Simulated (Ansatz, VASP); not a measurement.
Pb in VASP and in Ansatz

```
Pb
1.0
    -1.95267    1.95267    1.95267
     1.95267   -1.95267    1.95267
     1.95267    1.95267   -1.95267
Pb
1
Cartesian
  0.0000 0.0000 0.0000
```

Alike in both runs: functional PBEsol; k mesh 10 × 10 × 10; occupations gaussian, width 0.1 eV; no spin polarisation.

Ansatz relaxed the structure, and its values are those at the end. VASP's run is a single point on that final structure, the one shown.

|  | VASP | Ansatz |
| --- | --- | --- |
| version | VASP 6.6.1 | Ansatz 0.2.0 |
| potentials or method | VASP PAW PBE potentials, release 64 (Pb_d), cutoff 500 eV | scalar-relativistic, plane waves, PAW |
| valence electrons in the cell | 14 | 14 |

```csv
,VASP,Ansatz,Ansatz less VASP
gap on the k mesh at the Fermi level (eV),none,none,-
pressure (GPa),0.2,0.3,+0.08
```

VASP's potentials were made for PBE, not for PBEsol. A gap of «none» marks a metal or a gap that the smearing closes.

Neither program's run includes spin-orbit coupling.
